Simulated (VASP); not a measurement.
# CdI2 (P-3m1) in VASP: settings compared, part 2 of 2

VASP 6.6.1. The steps go on from the part before.

### Step 4. Single point, PBEsol

INCAR reads:

```
PREC = Accurate
ENCUT = 500
EDIFF = 1E-6
ISMEAR = -1
SIGMA = 0.001
LREAL = False
LASPH = True
NELM = 120
ALGO = Normal
ISIF = 2
LWAVE = False
LCHARG = False
GGA = PS
NBANDS = 20
GGA_COMPAT = False
```

KPOINTS reads:

```
regular mesh
0
Gamma
  6 6 4
```

POSCAR reads:

```
CdI2
1.0
    4.2470087284      0.0000000000      0.0000000000
   -2.1235043642      3.6780174489      0.0000000000
    0.0000000000      0.0000000000      6.8950251473
Cd I
1 2
Direct
    0.0000000000      0.0000000000      0.0000000000
    0.3333333333      0.6666666667      0.2493934756
    0.6666666667      0.3333333333      0.7506065244
```

Potentials or basis: VASP PAW PBE potentials, release 64 (Cd, I).

Launch:

```console
$ cat potpaw_PBE.64/Cd/POTCAR potpaw_PBE.64/I/POTCAR > POTCAR
$ mpirun -np 1 vasp_std > vasp.out
```

OUTCAR:

```text
PREC = Accurate
   ENCUT = 500
   EDIFF = 1E-6
   ISMEAR = -1
   LREAL = False
   LASPH = True
   NELM = 120
   ISIF = 2
   GGA = PS

 ion  position               nearest neighbor table
   1  0.000  0.000  0.000-   2 2.99   3 2.99   3 2.99   2 2.99   3 2.99   2 2.99
   2  0.333  0.667  0.249-   1 2.99   1 2.99   1 2.99
   3  0.667  0.333  0.751-   1 2.99   1 2.99   1 2.99

  LATTYP: Found a hexagonal cell.
 ALAT       =     4.2470087284
 C/A-ratio  =     1.6235015250

  Lattice vectors:

 A1 = (   4.2470087284,   0.0000000000,   0.0000000000)
 A2 = (  -2.1235043642,   3.6780174489,   0.0000000000)
 A3 = (   0.0000000000,   0.0000000000,   6.8950251473)

Analysis of symmetry for initial positions (statically):
=====================================================================
 Subroutine PRICEL returns:
 Original cell was already a primitive cell.

 Routine SETGRP: Setting up the symmetry group for a
 hexagonal supercell.

 Subroutine GETGRP returns: Found 12 space group operations
 (whereof 12 operations were pure point group operations)
 out of a pool of 24 trial point group operations.

The static configuration has the point symmetry D_3d.

Analysis of symmetry for dynamics (positions and initial velocities):
=====================================================================
 Subroutine PRICEL returns:
 Original cell was already a primitive cell.

 Routine SETGRP: Setting up the symmetry group for a
 hexagonal supercell.

 Subroutine GETGRP returns: Found 12 space group operations
 (whereof 12 operations were pure point group operations)
 out of a pool of 24 trial point group operations.

The dynamic configuration has the point symmetry D_3d.

 Subroutine INISYM returns: Found 12 space group operations
 (whereof 12 operations are pure point group operations),
 and found     1 'primitive' translations

----------------------------------------------------------------------------------------

                                     Primitive cell

  volume of cell :     107.7042

  direct lattice vectors                    reciprocal lattice vectors
     4.247008728  0.000000000  0.000000000     0.235459841  0.135942803  0.000000000
    -2.123504364  3.678017449  0.000000000     0.000000000  0.271885605  0.000000000
     0.000000000  0.000000000  6.895025147     0.000000000  0.000000000  0.145032103

  length of vectors
     4.247008728  4.247008728  6.895025147     0.271885605  0.271885605  0.145032103

  position of ions in fractional coordinates (direct lattice)
     0.000000000  0.000000000  0.000000000
     0.333333333  0.666666667  0.249393476
     0.666666667  0.333333333  0.750606524

  ion indices of the primitive-cell ions
   primitive index   ion index
                 1           1
                 2           2
                 3           3

----------------------------------------------------------------------------------------

 KPOINTS: regular mesh

Automatic generation of k-mesh.
 Grid dimensions read from file:
 generate k-points for:    6    6    4

 Generating k-lattice:

  Cartesian coordinates                     Fractional coordinates (reciprocal lattice)
     0.039243307  0.022657134  0.000000000     0.166666667  0.000000000  0.000000000
     0.000000000  0.045314268  0.000000000     0.000000000  0.166666667  0.000000000
     0.000000000  0.000000000  0.036258026     0.000000000  0.000000000  0.250000000

  Length of vectors
     0.045314268  0.045314268  0.036258026

  Shift w.r.t. Gamma in fractional coordinates (k-lattice)
     0.000000000  0.000000000  0.000000000

 Subroutine IBZKPT returns following result:
 ===========================================

 Found     24 irreducible k-points:

 Following reciprocal coordinates:
            Coordinates               Weight
  0.000000  0.000000  0.000000      1.000000
  0.166667 -0.000000  0.000000      6.000000
  0.333333  0.000000  0.000000      6.000000
  0.500000  0.000000  0.000000      3.000000
  0.166667  0.166667  0.000000      6.000000
  0.333333  0.166667  0.000000     12.000000
[... 16 lines left out ...]
  0.333333  0.166667  0.500000     12.000000
  0.333333  0.333333  0.500000      2.000000
   k-points           NKPTS =     24   k-points in BZ     NKDIM =     24   number of bands    NBANDS=     20
   number of dos      NEDOS =    301   number of ions     NIONS =      3
   total plane-waves  NPLWV =  51200
   dimension x,y,z NGX =    32 NGY =   32 NGZ =   50
   dimension x,y,z NGXF=    64 NGYF=   64 NGZF=  100
   ions per type =               1   2
   NGX,Y,Z   is equivalent  to a cutoff of  12.53, 12.53, 12.06 a.u.
   NGXF,Y,Z  is equivalent  to a cutoff of  25.05, 25.05, 24.11 a.u.
 SYSTEM =  unknown system
   PREC   = accura    normal or accurate (medium, high low for compatibility)
   ISTART =      0    job   : 0-new  1-cont  2-samecut
   ICHARG =      2    charge: 1-file 2-atom 10-const
   ISPIN  =      1    spin polarized calculation?
   LNONCOLLINEAR =      F non collinear calculations
   LSORBIT =      F    spin-orbit coupling
   LASPH  =      T    aspherical Exc in radial PAW
   ENCUT  =  500.0 eV  36.75 Ry    6.06 a.u.   7.74  7.74 12.57*2*pi/ulx,y,z
   NELM   =    120;   NELMIN=  2; NELMDL= -5     # of ELM steps
   EDIFF  = 0.1E-05   stopping-criterion for ELM
   LREAL  =      F    real-space projection
   EDIFFG = 0.1E-04   stopping-criterion for IOM
   NSW    =      0    number of steps for IOM
   IBRION =     -1    ionic relax: 0-MD 1-quasi-New 2-CG
   NFREE  =      0    steps in history (QN), initial steepest desc. (CG)
   ISIF   =      2    stress and relaxation
   ISYM   =      2    0-nonsym 1-usesym 2-fastsym
   POTIM  = 0.5000    time-step for ionic-motion
   TEBEG  =    0.0;   TEEND  =   0.0 temperature during run
   PSTRESS=    0.0 pullay stress
   NELECT =      26.0000    total number of electrons
   NUPDOWN=      -1.0000    fix difference up-down
   EMIN   =  10.00;   EMAX   =-10.00  energy-range for DOS
   EFERMI =   0.00;   METHOD = LEGACY
   ISMEAR =    -1;   SIGMA  =   0.00  broadening in eV -4-tet -1-fermi 0-gaus
   EFERMI_NEDOS =   21; number of points for ismear=-14 and -15
   IALGO  =     38    algorithm
   IMIX   =      4    mixing-type and parameters
     AMIX     =   0.40;   BMIX     =  1.00
     AMIX_MAG =   1.60;   BMIX_MAG =  1.00
  volume/ion in A,a.u.               =      35.90       242.27
  Fermi-wavevector in a.u.,A,eV,Ry     =   1.019346  1.926285 14.137359  1.039067
  Thomas-Fermi vector in A             =   2.152855
   LORBIT       =      0    0 simple, 1 ext, 2 COOP (PROOUT), +10 PAW based schemes
   GGA     = PS    functional components
   LHFCALC =     F    Hartree Fock is set to
   AEXX    =    0.0000 exact exchange contribution
   IVDW    =     0    specifies the selected vdW correction
   LEPSILON=     F    determine dielectric tensor
   LRPA    =     F    only Hartree local field effects (RPA)
 non-spin polarized calculation
  energy-cutoff  :      500.00
  volume of cell :      107.70
 maximum number of plane-waves:      2786
 NGX is ok and might be reduce to    32
   NGX = 15   NGY = 15   NGZ = 25

 number of electron      25.9999997 magnetization

 Free energy of the ion-electron system (eV)
  ---------------------------------------------------
  ext. energy  EPLUGINS =         0.00000000
  ---------------------------------------------------
  free energy    TOTEN  =        -6.37180727 eV

  energy without entropy =       -6.37180727  energy(sigma->0) =       -6.37180727

 E-fermi :   1.8778     XC(G=0):  -8.7269

 val. band max:        1.8450850379   @ k =   0.0000   0.0000   0.5000
 cond. band min:       4.1356952755   @ k =   0.5000   0.0000   0.5000
 fundamental gap:      2.2906102377
 Fermi energy:         1.8777728631

 k-point     1 :       0.0000    0.0000    0.0000
  band No.  band energies     occupation
      1     -10.2888      2.00000
      2      -9.5916      2.00000
      3      -5.6921      2.00000
      4      -5.6921      2.00000
      5      -5.5780      2.00000
      6      -5.4921      2.00000
[... 12 lines left out ...]
     19      10.7611      0.00000
     20      10.9525      0.00000
[... 507 lines left out ...]
 k-point    24 :       0.3333    0.3333    0.5000
  band No.  band energies     occupation
      1      -9.5549      2.00000
      2      -9.5549      2.00000
      3      -5.5275      2.00000
      4      -5.5275      2.00000
      5      -5.4643      2.00000
      6      -5.4502      2.00000
[... 12 lines left out ...]
     19      10.7412      0.00000
     20      10.7412      0.00000

------------------------ aborting loop because EDIFF is reached ----------------------------------------

  FORCE on cell =-STRESS in cart. coord.  units (eV):
  Direction    XX          YY          ZZ          XY          YZ          ZX
  --------------------------------------------------------------------------------------
  -------------------------------------------------------------------------------------
  Total       -0.3509243     -0.3509243     -0.3254317     -0.0000000     -0.0000000      0.0000000
  in kB       -5.2202496     -5.2202496     -4.8410280     -0.0000000     -0.0000000      0.0000000
  external PRESSURE =      -5.0938424 kB  Pullay stress =       0.0000000 kB

 VOLUME and BASIS-vectors are now :
 -----------------------------------------------------------------------------
  energy-cutoff  :      500.00
  volume of cell :      107.70
      direct lattice vectors                 reciprocal lattice vectors
     4.247008728  0.000000000  0.000000000     0.235459841  0.135942803  0.000000000
    -2.123504364  3.678017449  0.000000000     0.000000000  0.271885605  0.000000000
     0.000000000  0.000000000  6.895025147     0.000000000  0.000000000  0.145032103

 POSITION                                       TOTAL-FORCE (eV/Angst)
 -----------------------------------------------------------------------------------
      0.00000      0.00000      0.00000        -0.000000      0.000000      0.000000
     -0.00000      2.45201      1.71957         0.000000      0.000000     -0.123019
      2.12350      1.22601      5.17545        -0.000000     -0.000000      0.123019
 -----------------------------------------------------------------------------------
    total drift:                                0.000000     -0.000000      0.000000

  FREE ENERGIE OF THE ION-ELECTRON SYSTEM (eV)
  ---------------------------------------------------
  free  energy   TOTEN  =        -6.3718072705 eV

  energy  without entropy=       -6.3718072705  energy(sigma->0) =       -6.37180727
```

stdout:

```text
POSCAR found type information on POSCAR CdI
 POSCAR found :  2 types and       3 ions
 scaLAPACK will be used
 -----------------------------------------------------------------------------
|                                                                             |
|                                                                             |
|     You enforced a specific xc type in the INCAR file but a different       |
|     I HOPE YOU KNOW WHAT YOU ARE DOING!                                     |
|                                                                             |
 -----------------------------------------------------------------------------

 LDA part: xc-table for (Slater+PW92), standard interpolation
 POSCAR, INCAR and KPOINTS ok, starting setup
 FFT: planning ... GRIDC
 FFT: planning ... GRID_SOFT
 FFT: planning ... GRID
 WAVECAR not read
 entering main loop
```

Run time: 33 s. Hardware: 1 thread of Intel Xeon Platinum 8375C at 2.90GHz (Ice Lake), shared host; peak memory 0.23 GiB.

Results:

```yaml
Free_energy: -6.3718 eV
Pressure: -0.5 GPa
Largest_force: 0.123 eV/Å
Band_gap_on_the_k_mesh: 2.29 eV, indirect (least direct gap 2.49 eV)
```

Forces in eV/Å, atoms in the order of the input:
```
Cd   0.000  0.000  0.000
I    0.000  0.000 -0.123
I    0.000  0.000  0.123
```

Caveat: the PAW data sets were made with another functional, which shifts forces and pressure a little; spin-orbit coupling is left out, which moves the levels of the heavy elements; this functional lacks dispersion, which binds the layers, so the pressure and a relaxed spacing across them are unreliable.

### Step 5. Single point, PBEsol

INCAR reads:

```
SYSTEM = CdI2
PREC = Accurate
ENCUT = 500
EDIFF = 1E-6
ISMEAR = 1
SIGMA = 0.05
LREAL = .FALSE.
LASPH = .TRUE.
NELM = 120
ALGO = Normal
ISIF = 2
LWAVE = .FALSE.
LCHARG = .TRUE.
GGA = PS
LELF = .TRUE.
LVHAR = .TRUE.
NBANDS = 20
GGA_COMPAT = .FALSE.
```

KPOINTS reads:

```
regular mesh
0
G
  6 6 4
  0 0 0
```

POSCAR is that of step 4.

Launch:

```console
$ cat potpaw_PBE.64/Cd/POTCAR potpaw_PBE.64/I/POTCAR > POTCAR
$ mpirun -np 1 vasp_std > vasp.out
```

Run time: 33 s. Hardware: 1 thread of Intel Xeon Platinum 8375C at 2.90GHz (Ice Lake), shared host; peak memory 0.23 GiB.

Results (log left out):

| Quantity | Value |
| --- | --- |
| Free energy | -6.3716 eV |
| Pressure | -0.5 GPa |
| Largest force | 0.123 eV/Å |
| Band gap on the k mesh | 2.29 eV, indirect (least direct gap 2.49 eV) |

Forces on the atoms (eV/Å):
```
Cd   0.000  0.000  0.000
I    0.000  0.000 -0.123
I    0.000  0.000  0.123
```

Levels at points of the mesh, in eV from the valence-band top:
```csv
k point,band 9,band 10,band 11,band 12,band 13,band 14,band 15,band 16,band 17,band 18
"(0.00, 0.00, 0.00)",-0.29,-0.29,-0.15,-0.14,-0.14,2.35,4.34,6.27,6.27,8.26
"(0.50, 0.00, 0.00)",-2.78,-2.00,-1.51,-0.71,-0.13,2.59,4.88,5.82,6.44,7.46
"(0.00, 0.00, 0.50)",-1.61,-0.42,-0.42,0.00,0.00,3.51,4.37,6.06,6.06,7.67
"(0.50, 0.00, 0.50)",-3.21,-1.31,-1.23,-0.50,-0.44,2.29,4.81,5.72,6.50,7.20
```

Caveat: the PAW data sets were made with another functional, which shifts forces and pressure a little; spin-orbit coupling is left out, which moves the levels of the heavy elements; this functional lacks dispersion, which binds the layers, so the pressure and a relaxed spacing across them are unreliable. A k mesh can miss the band edges.

### Step 6. Single point, PBEsol

INCAR reads:

```
SYSTEM = CdI2
PREC = Accurate
ENCUT = 500
EDIFF = 1E-6
ISMEAR = 0
SIGMA = 0.01
LREAL = .False.
LASPH = .True.
NELM = 120
ALGO = Normal
ISIF = 2
LWAVE = .False.
LCHARG = .True.
GGA = PS
LELF = .True.
LVHAR = .True.
NBANDS = 20
GGA_COMPAT = .False.
```

KPOINTS reads:

```
Automatic mesh
0
Gamma
  6 6 4
  0 0 0
```

POSCAR is that of step 5.

Potentials or basis: VASP PAW PBE potentials, release 64 (Cd, I).

Launch:

```console
$ cat potpaw_PBE.64/Cd/POTCAR potpaw_PBE.64/I/POTCAR > POTCAR
$ mpirun -np 1 vasp_std > vasp.out
```

Wall time 33 s (1 thread of Intel Xeon Platinum 8375C at 2.90GHz (Ice Lake), shared host); peak memory 0.23 GiB.

The run converged. Its results:

```yaml
Free_energy: -6.3718 eV
Pressure: -0.5 GPa
Largest_force: 0.123 eV/Å
Band_gap_on_the_k_mesh: 2.29 eV, indirect (least direct gap 2.49 eV)
```

Forces on the atoms (eV/Å):
```
Cd   0.000  0.000  0.000
I    0.000  0.000 -0.123
I    0.000  0.000  0.123
```

Levels at points of the mesh, in eV from the valence-band top:
```
           k point  band 11  band 12  band 13  band 14  band 15  band 16
(0.00, 0.00, 0.00)    -0.15    -0.14    -0.14     2.35     4.34     6.27
(0.50, 0.00, 0.00)    -1.51    -0.71    -0.13     2.59     4.88     5.82
(0.00, 0.00, 0.50)    -0.42     0.00     0.00     3.51     4.37     6.06
(0.50, 0.00, 0.50)    -1.23    -0.50    -0.44     2.29     4.81     5.72
```

Caveat: the PAW data sets were made with another functional, which shifts forces and pressure a little; spin-orbit coupling is left out, which moves the levels of the heavy elements; this functional lacks dispersion, which binds the layers, so the pressure and a relaxed spacing across them are unreliable. As with any semilocal functional, this PBEsol gap is likely too small.

### Step 7. Summary

```csv
level,smearing,gap on the mesh (eV),pressure (GPa),largest force (eV/Å)
PBEsol,fermi-dirac 0.5 eV,2.32,0.0,0.01
PBEsol+D4,gaussian 0.01 eV,2.29,-1.4,0.12
PBEsol,fermi-dirac 0.001 eV,2.29,-0.5,0.12
PBEsol,methfessel-paxton 0.05 eV,2.29,-0.5,0.12
PBEsol,gaussian 0.01 eV,2.29,-0.5,0.12
```

Alike in all rows: task single point; potentials or basis VASP PAW PBE potentials, release 64 (Cd, I); no spin polarisation; cell as given; k mesh 6 × 6 × 4; cutoff (eV) 500.

On the cell as given the gap runs from 2.29 eV (PBEsol+D4) to 2.32 eV (PBEsol). The pressure there spans -1.4 GPa (PBEsol+D4) to 0.0 GPa (PBEsol); a positive pressure means that this level wants a larger cell, a negative one a smaller.

Caveats: the PAW data sets were made with another functional, which shifts forces and pressure a little; spin-orbit coupling is left out, which moves the levels of the heavy elements; this functional lacks dispersion, which binds the layers, so the pressure and a relaxed spacing across them are unreliable (some runs).

Total energies depend on the potentials used, so only differences within one code and one set of settings carry meaning.
